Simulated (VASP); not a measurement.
# N in VASP: a series of runs, part 2 of 2

VASP 6.6.1.

## Step 5: Single point, PBEsol (equal xy, yz and zx shear strains of +1 %)

The input, INCAR:

```
ALGO = Normal
EDIFF = 1E-7
ENCUT = 520
GGA = PS
ISIF = 2
ISMEAR = -1
LASPH = True
LCHARG = False
LREAL = False
LWAVE = False
NBANDS = 18
NELM = 100
PREC = Accurate
SIGMA = 0.02
```

The input, KPOINTS:

```
k-points
0
Gamma
  4 4 4
```

The input, POSCAR:

```
N
1.0
    5.6490000000      0.0282450000      0.0282450000
    0.0282450000      5.6490000000      0.0282450000
    0.0282450000      0.0282450000      5.6490000000
N
4
Direct
    0.0300000000      0.0300000000      0.0300000000
    0.4700000000      0.9700000000      0.5300000000
    0.5300000000      0.4700000000      0.9700000000
    0.9700000000      0.5300000000      0.4700000000
```

Launch:

```
$ cat potpaw_PBE.64/N/POTCAR > POTCAR
$ mpirun -np 1 vasp_std > vasp.out
```

It took 80 s on 1 thread of AMD EPYC 7R13, shared host; peak memory 0.22 GiB.

It converged, with:

```yaml
Free_energy: -2.5603 eV
Pressure: -4.1 GPa
Largest_force: 0.399 eV/Å
Band_gap_on_the_k_mesh: zero (band 10 reaches -5.30 eV, above the bottom of band 11 at -5.46 eV)
```

Forces in eV/Å, atoms in the order of the input:
```
N    0.215  0.215  0.215
N   -0.212 -0.240  0.237
N    0.237 -0.212 -0.240
N   -0.240  0.237 -0.212
```

Stress tensor (GPa, compression positive):
```
-4.15  0.08  0.08
 0.08 -4.15  0.08
 0.08  0.08 -4.15
```

Levels at points of the mesh, in eV from the Fermi level:
```csv
k point,band 7,band 8,band 9,band 10,band 11,band 12,band 13,band 14
"(0.00, 0.00, 0.00)",-0.47,-0.03,-0.03,-0.03,0.01,0.01,0.06,0.24
"(0.50, 0.00, 0.00)",-0.26,-0.26,-0.17,-0.16,0.02,0.02,0.13,0.14
"(0.50, 0.50, 0.00)",-0.32,-0.31,-0.15,-0.14,0.00,0.00,0.17,0.18
"(0.50, 0.50, 0.50)",-0.56,-0.55,0.15,0.16,0.16,0.16,0.17,0.17
```

Caveat: the cell differs from its parent crystal (equal xy, yz and zx shear strains of +1 %); the PAW data sets were made with another functional, which shifts forces and pressure a little.

## Step 6: Single point, PBEsol (equal xx and yy strain of -1 %)

The input, INCAR:

```
SYSTEM = N
PREC = Accurate ; ENCUT = 520
EDIFF = 1E-7 ; ISMEAR = -1
SIGMA = 0.02 ; LREAL = .False.
LASPH = .True. ; NELM = 100
ALGO = Normal ; ISIF = 2
LWAVE = .False. ; LCHARG = .True.
GGA = PS ; LELF = .True.
LVHAR = .True. ; NBANDS = 18
```

The input, KPOINTS:

```
Automatic mesh
0
Gamma
  4 4 4
  0 0 0
```

The input, POSCAR:

```
N
1.0
    5.5925100000      0.0000000000      0.0000000000
    0.0000000000      5.5925100000      0.0000000000
    0.0000000000      0.0000000000      5.6490000000
N
4
Direct
    0.0300000000      0.0300000000      0.0300000000
    0.4700000000      0.9700000000      0.5300000000
    0.5300000000      0.4700000000      0.9700000000
    0.9700000000      0.5300000000      0.4700000000
```

Potentials or basis: VASP PAW PBE potentials, release 64 (N).

Launch:

```
$ cat potpaw_PBE.64/N/POTCAR > POTCAR
$ mpirun -np 1 vasp_std > vasp.out
```

OUTCAR:

```text
SYSTEM = N
   PREC = Accurate
   ENCUT = 520
   EDIFF = 1E-7
   ISMEAR = -1
   LREAL = .False.
   LASPH = .True.
   NELM = 100
   ISIF = 2
   GGA = PS

 ion  position               nearest neighbor table
   1  0.030  0.030  0.030-
   2  0.470  0.970  0.530-
   3  0.530  0.470  0.970-
   4  0.970  0.530  0.470-

  LATTYP: Found a simple tetragonal cell.
 ALAT       =     5.5925100000
 C/A-ratio  =     1.0101010101

  Lattice vectors:

 A1 = (   5.5925100000,   0.0000000000,   0.0000000000)
 A2 = (   0.0000000000,   5.5925100000,   0.0000000000)
 A3 = (   0.0000000000,   0.0000000000,   5.6490000000)

Analysis of symmetry for initial positions (statically):
=====================================================================
 Subroutine PRICEL returns:
 Original cell was already a primitive cell.

 Routine SETGRP: Setting up the symmetry group for a
 simple tetragonal supercell.

 Subroutine GETGRP returns: Found  4 space group operations
 (whereof  1 operations were pure point group operations)
 out of a pool of 16 trial point group operations.

The static configuration has the point symmetry C_1 .
 The point group associated with its full space group is D_2 .

Analysis of symmetry for dynamics (positions and initial velocities):
=====================================================================
 Subroutine PRICEL returns:
 Original cell was already a primitive cell.

 Routine SETGRP: Setting up the symmetry group for a
 simple tetragonal supercell.

 Subroutine GETGRP returns: Found  4 space group operations
 (whereof  1 operations were pure point group operations)
 out of a pool of 16 trial point group operations.

The dynamic configuration has the point symmetry C_1 .
 The point group associated with its full space group is D_2 .

[... 112 lines left out ...]
   PSTRESS=    0.0 pullay stress
   NELECT =      20.0000    total number of electrons
   NUPDOWN=      -1.0000    fix difference up-down
   EMIN   =  10.00;   EMAX   =-10.00  energy-range for DOS
   EFERMI =   0.00;   METHOD = LEGACY
   ISMEAR =    -1;   SIGMA  =   0.02  broadening in eV -4-tet -1-fermi 0-gaus
   EFERMI_NEDOS =   21; number of points for ismear=-14 and -15
   IALGO  =     38    algorithm
   IMIX   =      4    mixing-type and parameters
     AMIX     =   0.40;   BMIX     =  1.00
     AMIX_MAG =   1.60;   BMIX_MAG =  1.00
  volume/ion in A,a.u.               =      44.17       298.07
  Fermi-wavevector in a.u.,A,eV,Ry     =   0.791935  1.496541  8.533054  0.627162
  Thomas-Fermi vector in A             =   1.897574
   LORBIT       =      0    0 simple, 1 ext, 2 COOP (PROOUT), +10 PAW based schemes
   GGA     = PS    functional components
   LHFCALC =     F    Hartree Fock is set to
   AEXX    =    0.0000 exact exchange contribution
   IVDW    =     0    specifies the selected vdW correction
   LEPSILON=     F    determine dielectric tensor
   LRPA    =     F    only Hartree local field effects (RPA)
 non-spin polarized calculation
  energy-cutoff  :      520.00
  volume of cell :      176.68
 maximum number of plane-waves:      4772
 NGX is ok and might be reduce to    42
   NGX = 21   NGY = 21   NGZ = 21

 number of electron      20.0000004 magnetization

 Free energy of the ion-electron system (eV)
  ---------------------------------------------------
  ext. energy  EPLUGINS =         0.00000000
  ---------------------------------------------------
  free energy    TOTEN  =        -2.65295895 eV

  energy without entropy =       -2.61554895  energy(sigma->0) =       -2.63425395

 E-fermi :  -5.4180     XC(G=0):  -5.1624

 val. band max:       -5.4191296142   @ k =   0.5000   0.5000   0.0000
 cond. band min:      -5.4167627044   @ k =   0.0000   0.5000   0.5000
 fundamental gap:      0.0023669098
 Fermi energy:        -5.4180217883

 k-point     1 :       0.0000    0.0000    0.0000
  band No.  band energies     occupation
      1     -17.0955      2.00000
      2     -16.8870      2.00000
      3     -16.8825      2.00000
      4     -16.8818      2.00000
      5      -5.9108      2.00000
      6      -5.9051      2.00000
[... 481 lines left out ...]
      5      -5.8983      2.00000
      6      -5.8983      2.00000
[... 10 lines left out ...]
     17       3.0233      0.00000
     18       3.0233      0.00000

 [... further k-points ...]
[... 5 lines left out ...]
  --------------------------------------------------------------------------------------
  -------------------------------------------------------------------------------------
  Total       -4.8371692     -4.8353264     -4.7350399      0.0000000      0.0000000      0.0000000
  in kB      -43.8648601    -43.8481490    -42.9387215      0.0000000      0.0000000      0.0000000
  external PRESSURE =     -43.5505769 kB  Pullay stress =       0.0000000 kB

 VOLUME and BASIS-vectors are now :
 -----------------------------------------------------------------------------
  energy-cutoff  :      520.00
  volume of cell :      176.68
      direct lattice vectors                 reciprocal lattice vectors
     5.592510000  0.000000000  0.000000000     0.178810588  0.000000000  0.000000000
     0.000000000  5.592510000  0.000000000     0.000000000  0.178810588  0.000000000
     0.000000000  0.000000000  5.649000000     0.000000000  0.000000000  0.177022482

 POSITION                                       TOTAL-FORCE (eV/Angst)
 -----------------------------------------------------------------------------------
      0.16778      0.16778      0.16947         0.225303      0.249878      0.227622
      2.62848      5.42473      2.99397        -0.225303     -0.249878      0.227622
      2.96403      2.62848      5.47953         0.225303     -0.249878     -0.227622
      5.42473      2.96403      2.65503        -0.225303      0.249878     -0.227622
 -----------------------------------------------------------------------------------
    total drift:                                0.000000      0.000000      0.000000

  FREE ENERGIE OF THE ION-ELECTRON SYSTEM (eV)
  ---------------------------------------------------
  free  energy   TOTEN  =        -2.6529589542 eV

  energy  without entropy=       -2.6155489500  energy(sigma->0) =       -2.63425395
```

OSZICAR:

```text
N       E                     dE             d eps       ncg     rms          rms(c)
DAV:   1     0.954223261685E+02    0.95422E+02   -0.72105E+03   972   0.839E+02
DAV:   2     0.592655390892E+01   -0.89496E+02   -0.88109E+02  1462   0.166E+02
DAV:   3    -0.249382529587E+01   -0.84204E+01   -0.80020E+01  1044   0.525E+01
DAV:   4    -0.275848359119E+01   -0.26466E+00   -0.26056E+00  1068   0.957E+00
DAV:   5    -0.276581303368E+01   -0.73294E-02   -0.73209E-02  1096   0.149E+00    0.199E+00
DAV:   6    -0.265307305076E+01    0.11274E+00   -0.32505E-01  1026   0.268E+00    0.546E-01
DAV:   7    -0.264909123293E+01    0.39818E-02   -0.40414E-02  1372   0.945E-01    0.300E-01
DAV:   8    -0.265059273387E+01   -0.15015E-02   -0.15655E-03  1094   0.189E-01    0.147E-01
DAV:   9    -0.265289162003E+01   -0.22989E-02   -0.19503E-03  1006   0.266E-01    0.252E-02
DAV:  10    -0.265291575781E+01   -0.24138E-04   -0.31653E-05  1388   0.263E-02    0.150E-02
DAV:  11    -0.265295652643E+01   -0.40769E-04   -0.33271E-05  1010   0.329E-02    0.434E-03
DAV:  12    -0.265295855732E+01   -0.20309E-05   -0.25824E-06  1246   0.801E-03    0.104E-03
DAV:  13    -0.265295889809E+01   -0.34077E-06   -0.33700E-07   836   0.333E-03    0.454E-04
DAV:  14    -0.265295895424E+01   -0.56147E-07   -0.19908E-08   612   0.881E-04
   1 F= -.26529590E+01 E0= -.26342540E+01  d E =-.374100E-01
```

It took 1.9 min on 1 thread of AMD EPYC 7R13, shared host; peak memory 0.24 GiB.

What came out:

```yaml
Free_energy: -2.6530 eV
Pressure: -4.4 GPa
Largest_force: 0.406 eV/Å
Band_gap_on_the_k_mesh: zero (band 10 reaches -5.26 eV, above the bottom of band 11 at -5.42 eV)
```

Forces on the atoms (eV/Å):
```
N    0.225  0.250  0.228
N   -0.225 -0.250  0.228
N    0.225 -0.250 -0.228
N   -0.225  0.250 -0.228
```

Stress tensor (GPa, compression positive):
```
-4.39  0.00  0.00
 0.00 -4.38  0.00
 0.00  0.00 -4.29
```

Caveat: the cell differs from its parent crystal (equal xx and yy strain of -1 %); the PAW data sets were made with another functional, which shifts forces and pressure a little.

## Step 7: Overview

```tsv
cell	gap on the mesh (eV)	pressure (GPa)	largest force (eV/Å)
a = 5.650 Å, angles 91.1°, 4 atoms	none	-4.2	0.43
a = 5.650 Å, angles 88.8°, 4 atoms	none	-4.2	0.41
a = 5.649 Å, angles 90.6°, 4 atoms	none	-4.1	0.41
a = 5.649 Å, angles 89.4°, 4 atoms	none	-4.1	0.40
a = 5.593, b = 5.593, c = 5.649 Å, 4 atoms	none	-4.4	0.41
```

Alike in all rows: task single point; level PBEsol; potentials or basis VASP PAW PBE potentials, release 64 (N); no spin polarisation; k mesh 4 × 4 × 4; cutoff (eV) 520; smearing fermi-dirac 0.02 eV.

Caveats: the PAW data sets were made with another functional, which shifts forces and pressure a little.

Absolute energies hang on the potentials; compare differences alone.
